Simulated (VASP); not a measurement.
# SrCl2: single point with PBE

The system is SrCl2.

```
Sr Cl
1.0
     0.00000    3.53790    3.53790
     3.53790    0.00000    3.53790
     3.53790    3.53790    0.00000
Sr Cl
1 2
Cartesian
  0.0000 0.0000 0.0000
  1.7690 1.7690 1.7690
  5.3069 5.3069 5.3069
```

```yaml
Program: VASP 6.6.1
Task: single point
Functional: PBE
Potentials_or_basis: VASP PAW PBE potentials, release 64 (Sr_sv, Cl)
Cutoff: 520 eV
k_mesh: 6 × 6 × 6
Occupations: gaussian, width 0.05 eV
Spin: no spin polarisation
Dipole_correction: no
Further_INCAR_settings: ALGO = Normal; EDIFF = 1e-06; NBANDS = 19
```

```json
{
  "Pressure": "-0.4 GPa",
  "Band gap on the k mesh": "5.18 eV (least direct gap 5.50 eV)"
}
```

Levels at points of the mesh, in eV from the valence-band top:
| k point | band 8 | band 9 | band 10 | band 11 | band 12 | band 13 | band 14 | band 15 | band 16 | band 17 |
| --- | --- | --- | --- | --- | --- | --- | --- | --- | --- | --- |
| (0.00, 0.00, 0.00) | -1.98 | -1.98 | -0.32 | -0.32 | -0.32 | 5.18 | 6.10 | 6.10 | 8.96 | 8.96 |
| (0.50, 0.00, 0.00) | -1.45 | -1.42 | -1.24 | -0.99 | -0.99 | 6.67 | 6.67 | 7.35 | 7.80 | 8.43 |
| (0.50, 0.50, 0.00) | -1.78 | -1.78 | -0.37 | -0.37 | 0.00 | 5.52 | 6.92 | 7.49 | 7.87 | 7.87 |

It took 37 s on 1 thread of Intel(R) Xeon(R) Platinum 8259CL CPU @ 2.50GHz (Skylake/Cascade Lake) (shared host), peak memory 0.23 GiB.

A k mesh can miss the band edges. Expect the measured gap to be larger: semilocal functionals such as PBE lack the derivative discontinuity.
